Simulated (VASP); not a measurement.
# Re (P6_3/mmc) in VASP: single point with LDA

Aim: the single point of Re with LDA.

All numbers are computed with VASP 6.6.1; they aren't measurements. Logs are shortened: lines on timing, memory, paths and dates and some standing lists are left out, and cuts for length are marked.

## 1. The cell of the first run

It takes space group P6_3/mmc (No. 194, hexagonal). Conventional cell: a = 2.737 Å, b = 2.737 Å, c = 4.417 Å, α = 90.00°, β = 90.00°, γ = 120.00°. Within 3.6 Å of Re (site symmetry -6m2) lie 12 Re at 2.72 to 2.74 Å.

## 2. Single point, LDA

INCAR reads:

```
PREC = Accurate
ENCUT = 560
EDIFF = 1E-6
ISMEAR = 0
SIGMA = 0.1
LREAL = False
LASPH = True
NELM = 120
ALGO = Normal
ISIF = 2
LWAVE = False
LCHARG = False
NBANDS = 22
GGA_COMPAT = False
```

KPOINTS reads:

```
Automatic mesh
0
Gamma
  18 18 10
```

POSCAR reads:

```
Re
1.0
    2.7374433080      0.0000000000      0.0000000000
   -1.3687216540      2.3706954461      0.0000000000
    0.0000000000      0.0000000000      4.4166764912
Re
2
Direct
    0.3333333333      0.6666666667      0.2500000000
    0.6666666667      0.3333333333      0.7500000000
```

Potentials or basis: VASP PAW LDA potentials, release 64 (Re_sv_GW).

The run is started by

```
> cat potpaw_LDA.64/Re_sv_GW/POTCAR > POTCAR
> mpirun -np 1 vasp_std > vasp.out
```

OUTCAR:

```text
PREC = Accurate
   ENCUT = 560
   EDIFF = 1E-6
   ISMEAR = 0
   LREAL = False
   LASPH = True
   NELM = 120
   ISIF = 2

 ion  position               nearest neighbor table
   1  0.333  0.667  0.250-   2 2.72   2 2.72   2 2.72   2 2.72   2 2.72   2 2.72
   2  0.667  0.333  0.750-   1 2.72   1 2.72   1 2.72   1 2.72   1 2.72   1 2.72

  LATTYP: Found a hexagonal cell.
 ALAT       =     2.7374433080
 C/A-ratio  =     1.6134312182

  Lattice vectors:

 A1 = (   2.7374433080,   0.0000000000,   0.0000000000)
 A2 = (  -1.3687216540,   2.3706954461,   0.0000000000)
 A3 = (   0.0000000000,   0.0000000000,   4.4166764912)

Analysis of symmetry for initial positions (statically):
=====================================================================
 Subroutine PRICEL returns:
 Original cell was already a primitive cell.

 Routine SETGRP: Setting up the symmetry group for a
 hexagonal supercell.

 Subroutine GETGRP returns: Found 24 space group operations
 (whereof 12 operations were pure point group operations)
 out of a pool of 24 trial point group operations.

The static configuration has the point symmetry D_3d.
 The point group associated with its full space group is D_6h.

Analysis of symmetry for dynamics (positions and initial velocities):
=====================================================================
 Subroutine PRICEL returns:
 Original cell was already a primitive cell.

 Routine SETGRP: Setting up the symmetry group for a
 hexagonal supercell.

 Subroutine GETGRP returns: Found 24 space group operations
 (whereof 12 operations were pure point group operations)
 out of a pool of 24 trial point group operations.

The dynamic configuration has the point symmetry D_3d.
 The point group associated with its full space group is D_6h.

 Subroutine INISYM returns: Found 24 space group operations
 (whereof 12 operations are pure point group operations),
 and found     1 'primitive' translations

----------------------------------------------------------------------------------------

                                     Primitive cell

  volume of cell :      28.6627

  direct lattice vectors                    reciprocal lattice vectors
     2.737443308  0.000000000  0.000000000     0.365304369  0.210908576  0.000000000
    -1.368721654  2.370695446  0.000000000     0.000000000  0.421817151  0.000000000
     0.000000000  0.000000000  4.416676491     0.000000000  0.000000000  0.226414591

  length of vectors
     2.737443308  2.737443308  4.416676491     0.421817151  0.421817151  0.226414591

  position of ions in fractional coordinates (direct lattice)
     0.333333333  0.666666667  0.250000000
     0.666666667  0.333333333  0.750000000

  ion indices of the primitive-cell ions
   primitive index   ion index
                 1           1
                 2           2

----------------------------------------------------------------------------------------

 KPOINTS: Automatic mesh

Automatic generation of k-mesh.
 Grid dimensions read from file:
 generate k-points for:   18   18   10

 Generating k-lattice:

  Cartesian coordinates                     Fractional coordinates (reciprocal lattice)
     0.020294687  0.011717143  0.000000000     0.055555556 -0.000000000  0.000000000
     0.000000000  0.023434286  0.000000000     0.000000000  0.055555556  0.000000000
     0.000000000  0.000000000  0.022641459     0.000000000  0.000000000  0.100000000

  Length of vectors
     0.023434286  0.023434286  0.022641459

  Shift w.r.t. Gamma in fractional coordinates (k-lattice)
     0.000000000  0.000000000  0.000000000

 Subroutine IBZKPT returns following result:
 ===========================================

 Found    222 irreducible k-points:

 Following reciprocal coordinates:
            Coordinates               Weight
  0.000000  0.000000  0.000000      1.000000
  0.055556 -0.000000  0.000000      6.000000
  0.111111 -0.000000  0.000000      6.000000
  0.166667  0.000000  0.000000      6.000000
  0.222222 -0.000000  0.000000      6.000000
  0.277778  0.000000  0.000000      6.000000
[... 16 lines left out ...]
  0.333333  0.111111  0.000000     12.000000
  0.388889  0.111111  0.000000     12.000000
 [... further k-points ...]
   k-points           NKPTS =    222   k-points in BZ     NKDIM =    222   number of bands    NBANDS=     22
   number of dos      NEDOS =    301   number of ions     NIONS =      2
   total plane-waves  NPLWV =  20736
   dimension x,y,z NGX =    24 NGY =   24 NGZ =   36
   dimension x,y,z NGXF=    48 NGYF=   48 NGZF=   72
   ions per type =               2
   NGX,Y,Z   is equivalent  to a cutoff of  14.58, 14.58, 13.55 a.u.
   NGXF,Y,Z  is equivalent  to a cutoff of  29.15, 29.15, 27.10 a.u.
 SYSTEM =  unknown system
   PREC   = accura    normal or accurate (medium, high low for compatibility)
   ISTART =      0    job   : 0-new  1-cont  2-samecut
   ICHARG =      2    charge: 1-file 2-atom 10-const
   ISPIN  =      1    spin polarized calculation?
   LNONCOLLINEAR =      F non collinear calculations
   LSORBIT =      F    spin-orbit coupling
   LASPH  =      T    aspherical Exc in radial PAW
   ENCUT  =  560.0 eV  41.16 Ry    6.42 a.u.   5.28  5.28  8.52*2*pi/ulx,y,z
   NELM   =    120;   NELMIN=  2; NELMDL= -5     # of ELM steps
   EDIFF  = 0.1E-05   stopping-criterion for ELM
   LREAL  =      F    real-space projection
[... 7 lines left out ...]
   TEBEG  =    0.0;   TEEND  =   0.0 temperature during run
   PSTRESS=    0.0 pullay stress
   NELECT =      30.0000    total number of electrons
   NUPDOWN=      -1.0000    fix difference up-down
   EMIN   =  10.00;   EMAX   =-10.00  energy-range for DOS
   EFERMI =   0.00;   METHOD = LEGACY
   ISMEAR =     0;   SIGMA  =   0.10  broadening in eV -4-tet -1-fermi 0-gaus
   EFERMI_NEDOS =   21; number of points for ismear=-14 and -15
   IALGO  =     38    algorithm
   IMIX   =      4    mixing-type and parameters
     AMIX     =   0.40;   BMIX     =  1.00
     AMIX_MAG =   1.60;   BMIX_MAG =  1.00
  volume/ion in A,a.u.               =      14.33        96.71
  Fermi-wavevector in a.u.,A,eV,Ry     =   1.662174  3.141053 37.590470  2.762822
  Thomas-Fermi vector in A             =   2.749110
   LORBIT       =      0    0 simple, 1 ext, 2 COOP (PROOUT), +10 PAW based schemes
   GGA     = CA    functional components
   LHFCALC =     F    Hartree Fock is set to
   AEXX    =    0.0000 exact exchange contribution
   IVDW    =     0    specifies the selected vdW correction
   LEPSILON=     F    determine dielectric tensor
   LRPA    =     F    only Hartree local field effects (RPA)
 non-spin polarized calculation
 Gauss-broadening in eV      SIGMA  =   0.10
  energy-cutoff  :      560.00
  volume of cell :       28.66
 maximum number of plane-waves:       878
 NGX is ok and might be reduce to    24
   NGX = 11   NGY = 11   NGZ = 17

 number of electron      30.0000002 magnetization

 Free energy of the ion-electron system (eV)
  ---------------------------------------------------
  ext. energy  EPLUGINS =         0.00000000
  ---------------------------------------------------
  free energy    TOTEN  =       -30.76084800 eV

  energy without entropy =      -30.75278608  energy(sigma->0) =      -30.75681704

 E-fermi :  13.2328     XC(G=0): -14.5779

 val. band max:       13.2314708056   @ k =   0.1667   0.1111   0.0000
 cond. band min:      13.2470370733   @ k =   0.3333   0.1667   0.4000
 fundamental gap:      0.0155662677
 Fermi energy:        13.2327971229

 k-point     1 :       0.0000    0.0000    0.0000
  band No.  band energies     occupation
      1     -66.1917      2.00000
      2     -66.0497      2.00000
      3     -28.9745      2.00000
      4     -27.8038      2.00000
      5     -27.8038      2.00000
      6     -27.6092      2.00000
[... 14 lines left out ...]
     21      23.5655      0.00000
     22      26.7789      0.00000

 k-point     2 :       0.0556   -0.0000    0.0000
  band No.  band energies     occupation
      1     -66.1885      2.00000
      2     -66.0482      2.00000
      3     -28.9615      2.00000
      4     -27.8352      2.00000
      5     -27.8139      2.00000
      6     -27.6420      2.00000
[... 14 lines left out ...]
     21      23.5718      0.00000
     22      27.0776      0.00000

 k-point     3 :       0.1111   -0.0000    0.0000
  band No.  band energies     occupation
      1     -66.1783      2.00000
      2     -66.0436      2.00000
      3     -28.9228      2.00000
      4     -27.9241      2.00000
      5     -27.8423      2.00000
      6     -27.7340      2.00000
[... 14 lines left out ...]
     21      23.5467      0.00000
     22      27.9134      0.00000

 k-point     4 :       0.1667    0.0000    0.0000
  band No.  band energies     occupation
      1     -66.1624      2.00000
      2     -66.0370      2.00000
      3     -28.8611      2.00000
      4     -28.0602      2.00000
      5     -27.8850      2.00000
      6     -27.8721      2.00000
[... 14 lines left out ...]
     21      23.4152      0.00000
     22      29.0430      0.00000

 k-point     5 :       0.2222   -0.0000    0.0000
  band No.  band energies     occupation
      1     -66.1425      2.00000
      2     -66.0292      2.00000
      3     -28.7801      2.00000
      4     -28.2259      2.00000
      5     -28.0362      2.00000
      6     -27.9353      2.00000
[... 14 lines left out ...]
     21      23.1635      0.00000
     22      29.2772      0.00000

 k-point     6 :       0.2778    0.0000    0.0000
  band No.  band energies     occupation
      1     -66.1204      2.00000
      2     -66.0216      2.00000
      3     -28.6851      2.00000
      4     -28.4009      2.00000
      5     -28.2047      2.00000
      6     -27.9872      2.00000
[... 14 lines left out ...]
     21      22.8638      0.00000
     22      27.8591      0.00000

 k-point     7 :       0.3333   -0.0000    0.0000
  band No.  band energies     occupation
      1     -66.0982      2.00000
      2     -66.0160      2.00000
      3     -28.5836      2.00000
      4     -28.5643      2.00000
      5     -28.3592      2.00000
      6     -28.0349      2.00000
[... 324 lines left out ...]
      6     -27.9159      2.00000
[... 14 lines left out ...]
     21      23.0916      0.00000
     22      29.2814      0.00000

 k-point    21 :       0.2222    0.1111    0.0000
  band No.  band energies     occupation
      1     -66.1133      2.00000
      2     -66.0196      2.00000
      3     -28.6540      2.00000
      4     -28.3957      2.00000
      5     -28.2781      2.00000
      6     -27.9919      2.00000
[... 14 lines left out ...]
     21      23.4844      0.00000
     22      27.5901      0.00000

 k-point    22 :       0.2778    0.1111    0.0000
  band No.  band energies     occupation
      1     -66.0920      2.00000
      2     -66.0147      2.00000
      3     -28.5544      2.00000
      4     -28.5471      2.00000
      5     -28.3890      2.00000
      6     -28.0642      2.00000
[... 14 lines left out ...]
     21      24.7554      0.00000
     22      25.6404      0.00000

 k-point    23 :       0.3333    0.1111    0.0000
  band No.  band energies     occupation
      1     -66.0731      2.00000
      2     -66.0123      2.00000
      3     -28.6700      2.00000
      4     -28.4777      2.00000
      5     -28.4574      2.00000
      6     -28.1225      2.00000
[... 14 lines left out ...]
     21      23.7656      0.00000
     22      25.7207      0.00000

 k-point    24 :       0.3889    0.1111    0.0000
  band No.  band energies     occupation
      1     -66.0592      2.00000
      2     -66.0124      2.00000
      3     -28.7494      2.00000
      4     -28.5355      2.00000
      5     -28.3793      2.00000
      6     -28.1599      2.00000
[... 14 lines left out ...]
     21      23.6312      0.00000
     22      24.5777      0.00000

 [... further k-points ...]

------------------------ aborting loop because EDIFF is reached ----------------------------------------

  FORCE on cell =-STRESS in cart. coord.  units (eV):
  Direction    XX          YY          ZZ          XY          YZ          ZX
  --------------------------------------------------------------------------------------
  -------------------------------------------------------------------------------------
  Total       -0.0044366     -0.0044366     -0.0208770      0.0000000     -0.0000000      0.0000000
  in kB       -0.2479946     -0.2479946     -1.1669748      0.0000000     -0.0000000      0.0000000
  external PRESSURE =      -0.5543213 kB  Pullay stress =       0.0000000 kB

 VOLUME and BASIS-vectors are now :
 -----------------------------------------------------------------------------
  energy-cutoff  :      560.00
  volume of cell :       28.66
      direct lattice vectors                 reciprocal lattice vectors
     2.737443308  0.000000000  0.000000000     0.365304369  0.210908576  0.000000000
    -1.368721654  2.370695446  0.000000000     0.000000000  0.421817151  0.000000000
     0.000000000  0.000000000  4.416676491     0.000000000  0.000000000  0.226414591

 POSITION                                       TOTAL-FORCE (eV/Angst)
 -----------------------------------------------------------------------------------
     -0.00000      1.58046      1.10417         0.000000      0.000000      0.000000
      1.36872      0.79023      3.31251         0.000000     -0.000000      0.000000
 -----------------------------------------------------------------------------------
    total drift:                               -0.000000      0.000000     -0.000000

  FREE ENERGIE OF THE ION-ELECTRON SYSTEM (eV)
  ---------------------------------------------------
  free  energy   TOTEN  =       -30.7608480037 eV

  energy  without entropy=      -30.7527860785  energy(sigma->0) =      -30.75681704
```

Run time: 44 s. Hardware: 1 thread of Intel Xeon 6975P-C (Granite Rapids), shared host; peak memory 0.23 GiB.

Results:

```yaml
Free_energy: -30.7608 eV
Pressure: -0.1 GPa
Band_gap_on_the_k_mesh: zero (bands 15 and 16 overlap by 3.46 eV)
```

Caveat: spin-orbit coupling is left out, which moves the levels of the heavy elements.
